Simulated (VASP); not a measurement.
Input of a VASP 6.6.1 run:

File INCAR:

```
ALGO     = Fast           # electronic algorithm
EDIFF    = 1E-7           # SCF threshold, eV
ENCUT    = 520            # plane-wave cutoff, eV
GGA      = PS             # functional
ISIF     = 2              # what is computed and relaxed
ISMEAR   = 0              # smearing method
ISPIN    = 2              # spin polarisation
LASPH    = True           # aspherical terms in the spheres
LCHARG   = False          # write CHGCAR
LMAXMIX  = 4              # l up to which the mixer works
LORBIT   = 11             # projections on sites
LREAL    = False          # projectors in reciprocal space
LWAVE    = False          # write WAVECAR
MAGMOM   = 1.77 1.77      # initial moments
NBANDS   = 20             # bands
NELM     = 150            # most SCF steps
PREC     = Accurate       # precision mode
SIGMA    = 0.1            # smearing width, eV
```

KPOINTS

```
k-points
0
Gamma
  18 18 10
```

The input POSCAR:

```
Co
1.0
    2.4564076749      0.0000000000      0.0000000000
   -1.2282038375      2.1273114485      0.0000000000
    0.0000000000      0.0000000000      3.9696836648
Co
2
Direct
    0.3333333333      0.6666666667      0.2500000000
    0.6666666667      0.3333333333      0.7500000000
```

Potentials or basis: VASP PAW PBE potentials, release 64 (Co).

Command:

```bash
$ cat potpaw_PBE.64/Co/POTCAR > POTCAR
$ mpirun -np 1 vasp_std > vasp.out
```

(1) Predict the site moments.

(2) What does it give for the pressure?

Results:

(1) Co +1.58 μB.

(2) -0.9 GPa.

Caveat: the PAW data sets were made with another functional, which shifts forces and pressure a little.
